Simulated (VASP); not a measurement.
Runs of VASP 6.6.1 on SnSe. The structure is that of space group I4/mmm (No. 139), or close to it. The cells are those of the table. 

```csv
cell,gap on the mesh (eV),pressure (GPa)
"a = 4.364, b = 4.364, c = 4.470 Å, angles 59.2, 59.2, 61.6°, 2 atoms",(a),(c)
"a = 4.207, b = 4.207, c = 4.363 Å, angles 58.8, 58.8, 62.5°, 2 atoms",0.62,-2.4
"a = 4.313, b = 4.313, c = 4.150 Å, angles 61.2, 61.2, 57.5°, 2 atoms",0.52,(b)
"a = 4.313, b = 4.313, c = 4.470 Å, angles 58.8, 58.8, 62.4°, 2 atoms",0.47,-5.4
"a = 4.258, b = 4.258, c = 4.363 Å, angles 59.2, 59.2, 61.6°, 2 atoms",0.59,-4.0
"a = 4.262, b = 4.262, c = 4.470 Å, angles 58.4, 58.4, 63.2°, 2 atoms",0.52,-3.9
```

Alike in all rows: task single point; level LDA; potentials or basis VASP PAW LDA potentials, release 64 (Sn_d, Se); no spin polarisation; k mesh 8 × 8 × 8; cutoff (eV) 520; smearing gaussian 0.05 eV.

Fill in the values left out.

(a) 0.31; (b) -2.5; (c) -6.6.

Caveats: spin-orbit coupling is left out, which moves the levels of the heavy elements; the cell stands under tension (at least some runs).

A k mesh can miss the band edges, and the runs leave out spin-orbit coupling on Se, Sn.
